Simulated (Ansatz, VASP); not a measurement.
# One calculation of Bi, two programs

The input INCAR:

```
SYSTEM = Bi
PREC = Accurate
ENCUT = 520
EDIFF = 1E-8
ISMEAR = -1
SIGMA = 0.03
LREAL = .FALSE.
LASPH = .TRUE.
NELM = 60
ALGO = Normal
ISIF = 2
LWAVE = .FALSE.
LCHARG = .FALSE.
GGA = PS
LEFG = .TRUE.
NBANDS = 22
```

The input KPOINTS:

```
regular mesh
0
G
  9 9 3
  0 0 0
```

The input POSCAR:

```
Bi
1.0
    4.4776549378      0.0000000000      0.0000000000
   -2.2388274690      3.8777629256      0.0000000000
    0.0000000000      0.0000000000     11.6691290509
Bi
2
Direct
    0.3333333333      0.6666666667      0.2500000000
    0.6666666667      0.3333333333      0.7500000000
```

Input for Ansatz:

```yaml
crystal:
  lattice:
    - [4.4776549378, 0.0, 0.0]
    - [-2.238827469, 3.8777629256, 0.0]
    - [0.0, 0.0, 11.6691290509]
  atoms:
    - { symbol: Bi, position: [0.3333333333, 0.6666666667, 0.25] }
    - { symbol: Bi, position: [0.6666666667, 0.3333333333, 0.75] }
kpoints:
  mp_grid: { grid: [9, 9, 3] }
scf:
  occupations: { method: fermi_dirac, width: 0.03 }
hamiltonian:
  xc: pbesol
  pseudopotentials: { kind: paw }
output:
  forces: true
  stress: true
  eigenvalues: true
  efg: { contact_densities: true }
```

Change from the starting cell: volume scaled by 0.96, PAW files.

Alike in both runs: task electric field gradients; functional PBEsol; k mesh 9 × 9 × 3; occupations fermi-dirac, width 0.03 eV; no spin polarisation.

|  | VASP | Ansatz |
| --- | --- | --- |
| version | VASP 6.6.1 | Ansatz 0.2.0 |
| potentials or method | VASP PAW PBE potentials, release 64 (Bi_d) | PAW with Ansatz's default frozen-core files, scalar-relativistic |
| plane-wave cutoff (eV) | 520 | 420 |
| valence electrons in the cell | 30 | 30 |

|  | VASP | Ansatz | Ansatz less VASP |
| --- | --- | --- | --- |
| pressure (GPa) | -3.8 | -3.8 | +0.03 |
| traceless stress, the component that is largest in VASP (GPa) | 3.34 | 3.34 | +0.001 |
| size of Vzz on the site where it differs most (V/Å²) | 117.6 | 110.2 | -7.43 |

VASP's potentials were made for PBE, not for PBEsol.

Spin-orbit coupling is off throughout.
